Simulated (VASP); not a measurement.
# Hg: single point with PBE

The system is Hg.

```
CELL_PARAMETERS angstrom
3.10061 0.00000 0.00000
0.00000 3.10061 0.00000
0.00000 0.00000 3.10061
ATOMIC_POSITIONS crystal
Hg 0.00000 0.00000 0.00000
```

- Program: VASP 6.6.1
- Task: single point
- Functional: PBE
- Potentials or basis: VASP PAW PBE potentials, release 64 (Hg)
- Cutoff: 500 eV
- k mesh: 12 × 12 × 12
- Occupations: gaussian, width 0.01 eV
- Spin: no spin polarisation

```
Pressure               : 0.0 GPa
Band gap on the k mesh : zero (band 6 reaches 4.94 eV, above the bottom of band 7 at -0.03 eV)
```

Levels at points of the mesh, in eV from the Fermi level:
```tsv
k point	band 4	band 5	band 6	band 7	band 8	band 9
(0.00, 0.00, 0.00)	-5.97	-5.97	-5.97	9.42	9.42	9.42
(0.50, 0.00, 0.00)	-6.50	-5.92	-3.01	-1.40	12.83	12.83
(0.50, 0.50, 0.00)	-6.42	-5.47	0.09	1.50	1.50	6.97
(0.50, 0.50, 0.50)	-5.43	-5.43	3.57	4.43	4.43	4.43
```

Wall time 20 s on 1 thread of Intel Xeon 8259CL (shared host), peak memory 0.15 GiB.

Caveat: spin-orbit coupling is left out, which moves the levels of the heavy elements.
